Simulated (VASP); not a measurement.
# Si (Fd-3m) in VASP: further runs, part 2 of 2

VASP 6.6.1. The steps go on from the part before.

### 3 Single point, PBE

INCAR reads:

```
SYSTEM = Si
ALGO = Normal
EDIFF = 1E-6
ENCUT = 520
GGA = PE
ISIF = 2
ISMEAR = -1
LASPH = .True.
LCHARG = .False.
LREAL = .False.
LWAVE = .False.
NBANDS = 11
NELM = 80
PREC = Accurate
SIGMA = 0.08
```

KPOINTS reads:

```
k-points
0
Gamma
  13 13 13
  0 0 0
```

POSCAR reads:

```
Si
1.0
    0.0000000000      2.6318947197      2.6318947197
    2.6318947197      0.0000000000      2.6318947197
    2.6318947197      2.6318947197      0.0000000000
Si
2
Direct
   -0.1250000000     -0.1250000000     -0.1250000000
    0.1250000000      0.1250000000      0.1250000000
```

Potentials or basis: VASP PAW PBE potentials, release 64 (Si).

Run with:

```sh
cat potpaw_PBE.64/Si/POTCAR > POTCAR
mpirun -np 1 vasp_std > vasp.out
```

OUTCAR:

```text
SYSTEM = Si
   EDIFF = 1E-6
   ENCUT = 520
   GGA = PE
   ISIF = 2
   ISMEAR = -1
   LASPH = .True.
   LREAL = .False.
   NELM = 80
   PREC = Accurate

 ion  position               nearest neighbor table
   1  0.875  0.875  0.875-   2 2.28   2 2.28   2 2.28   2 2.28
   2  0.125  0.125  0.125-   1 2.28   1 2.28   1 2.28   1 2.28

  LATTYP: Found a face centered cubic cell.
 ALAT       =     5.2637894394

  Lattice vectors:

 A1 = (   0.0000000000,   2.6318947197,   2.6318947197)
 A2 = (   2.6318947197,   0.0000000000,   2.6318947197)
 A3 = (   2.6318947197,   2.6318947197,   0.0000000000)

Analysis of symmetry for initial positions (statically):
=====================================================================
 Subroutine PRICEL returns:
 Original cell was already a primitive cell.

 Routine SETGRP: Setting up the symmetry group for a
 face centered cubic supercell.

 Subroutine GETGRP returns: Found 48 space group operations
 (whereof 12 operations were pure point group operations)
 out of a pool of 48 trial point group operations.

The static configuration has the point symmetry D_3d.
 The point group associated with its full space group is O_h .

Analysis of symmetry for dynamics (positions and initial velocities):
=====================================================================
 Subroutine PRICEL returns:
 Original cell was already a primitive cell.

 Routine SETGRP: Setting up the symmetry group for a
 face centered cubic supercell.

 Subroutine GETGRP returns: Found 48 space group operations
 (whereof 12 operations were pure point group operations)
 out of a pool of 48 trial point group operations.

The dynamic configuration has the point symmetry D_3d.
 The point group associated with its full space group is O_h .

 Subroutine INISYM returns: Found 48 space group operations
 (whereof 12 operations are pure point group operations),
 and found     1 'primitive' translations

----------------------------------------------------------------------------------------

                                     Primitive cell

  volume of cell :      36.4616

  direct lattice vectors                    reciprocal lattice vectors
     0.000000000  2.631894720  2.631894720    -0.189977204  0.189977204  0.189977204
     2.631894720  0.000000000  2.631894720     0.189977204 -0.189977204  0.189977204
     2.631894720  2.631894720  0.000000000     0.189977204  0.189977204 -0.189977204

  length of vectors
     3.722061207  3.722061207  3.722061207     0.329050170  0.329050170  0.329050170

  position of ions in fractional coordinates (direct lattice)
     0.875000000  0.875000000  0.875000000
     0.125000000  0.125000000  0.125000000

  ion indices of the primitive-cell ions
   primitive index   ion index
                 1           1
                 2           2

----------------------------------------------------------------------------------------

 KPOINTS: k-points

Automatic generation of k-mesh.
 Grid dimensions read from file:
 generate k-points for:   13   13   13

 Generating k-lattice:

  Cartesian coordinates                     Fractional coordinates (reciprocal lattice)
    -0.014613631  0.014613631  0.014613631     0.076923077  0.000000000  0.000000000
     0.014613631 -0.014613631  0.014613631     0.000000000  0.076923077  0.000000000
     0.014613631  0.014613631 -0.014613631     0.000000000  0.000000000  0.076923077

  Length of vectors
     0.025311552  0.025311552  0.025311552

  Shift w.r.t. Gamma in fractional coordinates (k-lattice)
     0.000000000  0.000000000  0.000000000

 Subroutine IBZKPT returns following result:
 ===========================================

 Found     84 irreducible k-points:

 Following reciprocal coordinates:
            Coordinates               Weight
  0.000000  0.000000  0.000000      1.000000
  0.076923  0.000000  0.000000      8.000000
  0.153846  0.000000  0.000000      8.000000
  0.230769  0.000000  0.000000      8.000000
  0.307692  0.000000  0.000000      8.000000
  0.384615  0.000000  0.000000      8.000000
[... 16 lines left out ...]
  0.384615  0.153846  0.000000     24.000000
  0.461538  0.153846  0.000000     24.000000
 [... further k-points ...]
   k-points           NKPTS =     84   k-points in BZ     NKDIM =     84   number of bands    NBANDS=     11
   number of dos      NEDOS =    301   number of ions     NIONS =      2
   total plane-waves  NPLWV =  21952
   dimension x,y,z NGX =    28 NGY =   28 NGZ =   28
   dimension x,y,z NGXF=    56 NGYF=   56 NGZF=   56
   ions per type =               2
   NGX,Y,Z   is equivalent  to a cutoff of  12.51, 12.51, 12.51 a.u.
   NGXF,Y,Z  is equivalent  to a cutoff of  25.01, 25.01, 25.01 a.u.
 SYSTEM =  Si
   PREC   = accura    normal or accurate (medium, high low for compatibility)
   ISTART =      0    job   : 0-new  1-cont  2-samecut
   ICHARG =      2    charge: 1-file 2-atom 10-const
   ISPIN  =      1    spin polarized calculation?
   LNONCOLLINEAR =      F non collinear calculations
   LSORBIT =      F    spin-orbit coupling
   LASPH  =      T    aspherical Exc in radial PAW
   ENCUT  =  520.0 eV  38.22 Ry    6.18 a.u.   6.92  6.92  6.92*2*pi/ulx,y,z
   NELM   =     80;   NELMIN=  2; NELMDL= -5     # of ELM steps
   EDIFF  = 0.1E-05   stopping-criterion for ELM
   LREAL  =      F    real-space projection
   EDIFFG = 0.1E-04   stopping-criterion for IOM
   NSW    =      0    number of steps for IOM
   IBRION =     -1    ionic relax: 0-MD 1-quasi-New 2-CG
   NFREE  =      0    steps in history (QN), initial steepest desc. (CG)
   ISIF   =      2    stress and relaxation
   ISYM   =      2    0-nonsym 1-usesym 2-fastsym
   POTIM  = 0.5000    time-step for ionic-motion
   TEBEG  =    0.0;   TEEND  =   0.0 temperature during run
   PSTRESS=    0.0 pullay stress
   NELECT =       8.0000    total number of electrons
   NUPDOWN=      -1.0000    fix difference up-down
   EMIN   =  10.00;   EMAX   =-10.00  energy-range for DOS
   EFERMI =   0.00;   METHOD = LEGACY
   ISMEAR =    -1;   SIGMA  =   0.08  broadening in eV -4-tet -1-fermi 0-gaus
   EFERMI_NEDOS =   21; number of points for ismear=-14 and -15
   IALGO  =     38    algorithm
   IMIX   =      4    mixing-type and parameters
     AMIX     =   0.40;   BMIX     =  1.00
     AMIX_MAG =   1.60;   BMIX_MAG =  1.00
  volume/ion in A,a.u.               =      18.23       123.03
  Fermi-wavevector in a.u.,A,eV,Ry     =   0.987400  1.865915 13.265111  0.974958
  Thomas-Fermi vector in A             =   2.118851
   LORBIT       =      0    0 simple, 1 ext, 2 COOP (PROOUT), +10 PAW based schemes
   GGA     = PE    functional components
   LHFCALC =     F    Hartree Fock is set to
   AEXX    =    0.0000 exact exchange contribution
   IVDW    =     0    specifies the selected vdW correction
   LEPSILON=     F    determine dielectric tensor
   LRPA    =     F    only Hartree local field effects (RPA)
 non-spin polarized calculation
  energy-cutoff  :      520.00
  volume of cell :       36.46
 maximum number of plane-waves:       998
   NGX = 13   NGY = 13   NGZ = 13

 number of electron       7.9999999 magnetization

 Free energy of the ion-electron system (eV)
  ---------------------------------------------------
  ext. energy  EPLUGINS =         0.00000000
  ---------------------------------------------------
  free energy    TOTEN  =       -10.68750534 eV

  energy without entropy =      -10.68687363  energy(sigma->0) =      -10.68718948

 E-fermi :   7.0017     XC(G=0):  -9.7807

 val. band max:        6.8143410154   @ k =   0.0000   0.0000   0.0000
 cond. band min:       7.2255540171   @ k =   0.4615   0.4615   0.0000
 fundamental gap:      0.4112130017
 Fermi energy:         7.0016777603

 k-point     1 :       0.0000    0.0000    0.0000
  band No.  band energies     occupation
      1      -5.8144      2.00000
      2       6.8143      1.82455
      3       6.8143      1.82455
      4       6.8143      1.82455
      5       9.4128      0.00000
      6       9.4128      0.00000
      7       9.4128      0.00000
      8      11.3027      0.00000
      9      14.5747      0.00000
     10      14.5747      0.00000
     11      15.1599      0.00000
[... 309 lines left out ...]
 k-point    24 :       0.4615    0.1538    0.0000
  band No.  band energies     occupation
      1      -3.3765      2.00000
      2       0.1772      2.00000
      3       4.1599      2.00000
      4       4.9136      2.00000
      5       8.8958      0.00000
      6      11.0154      0.00000
      7      11.4547      0.00000
      8      13.0984      0.00000
      9      16.5775      0.00000
     10      17.8649      0.00000
     11      18.9869      0.00000

 [... further k-points ...]
[... 5 lines left out ...]
  --------------------------------------------------------------------------------------
  -------------------------------------------------------------------------------------
  Total        2.9531586      2.9531586      2.9531586     -0.0000000     -0.0000000      0.0000000
  in kB      129.7662697    129.7662697    129.7662697     -0.0000000     -0.0000000      0.0000000
  external PRESSURE =     129.7662697 kB  Pullay stress =       0.0000000 kB

 VOLUME and BASIS-vectors are now :
 -----------------------------------------------------------------------------
  energy-cutoff  :      520.00
  volume of cell :       36.46
      direct lattice vectors                 reciprocal lattice vectors
     0.000000000  2.631894720  2.631894720    -0.189977204  0.189977204  0.189977204
     2.631894720  0.000000000  2.631894720     0.189977204 -0.189977204  0.189977204
     2.631894720  2.631894720  0.000000000     0.189977204  0.189977204 -0.189977204

 POSITION                                       TOTAL-FORCE (eV/Angst)
 -----------------------------------------------------------------------------------
      4.60582      4.60582      4.60582         0.000000     -0.000000      0.000000
      0.65797      0.65797      0.65797        -0.000000      0.000000     -0.000000
 -----------------------------------------------------------------------------------
    total drift:                               -0.000000     -0.000000     -0.000000

  FREE ENERGIE OF THE ION-ELECTRON SYSTEM (eV)
  ---------------------------------------------------
  free  energy   TOTEN  =       -10.6875053355 eV

  energy  without entropy=      -10.6868736328  energy(sigma->0) =      -10.68718948
```

OSZICAR:

```text
N       E                     dE             d eps       ncg     rms          rms(c)
DAV:   1     0.535148879867E+01    0.53515E+01   -0.32593E+03  1848   0.593E+02
DAV:   2    -0.105091346182E+02   -0.15861E+02   -0.15160E+02  2452   0.796E+01
DAV:   3    -0.109251027813E+02   -0.41597E+00   -0.41500E+00  2311   0.116E+01
DAV:   4    -0.109281436754E+02   -0.30409E-02   -0.30406E-02  2194   0.125E+00
DAV:   5    -0.109281719336E+02   -0.28258E-04   -0.28258E-04  2322   0.111E-01    0.551E+00
DAV:   6    -0.107586585843E+02    0.16951E+00   -0.10434E-01  2070   0.133E+00    0.339E+00
DAV:   7    -0.106861799403E+02    0.72479E-01   -0.18544E-01  2108   0.188E+00    0.293E-01
DAV:   8    -0.106873151674E+02   -0.11352E-02   -0.73666E-03  2138   0.473E-01    0.908E-02
DAV:   9    -0.106874790211E+02   -0.16385E-03   -0.15388E-04  2299   0.811E-02    0.672E-02
DAV:  10    -0.106875054539E+02   -0.26433E-04   -0.25385E-05  2138   0.288E-02    0.111E-02
DAV:  11    -0.106875053355E+02    0.11846E-06   -0.18864E-06  2278   0.716E-03
   1 F= -.10687505E+02 E0= -.10687189E+02  d E =-.631703E-03
```

Wall time 20 s (1 thread of Intel Xeon Platinum 8488C (Sapphire Rapids), shared host); peak memory 0.16 GiB.

Results:

```
Free energy            : -10.6875 eV
Pressure               : 13.0 GPa
Band gap on the k mesh : 0.41 eV, indirect (least direct gap 2.60 eV)
```

A k mesh can miss the band edges. PBE gaps usually lie below the measured ones, often by a third to a half.
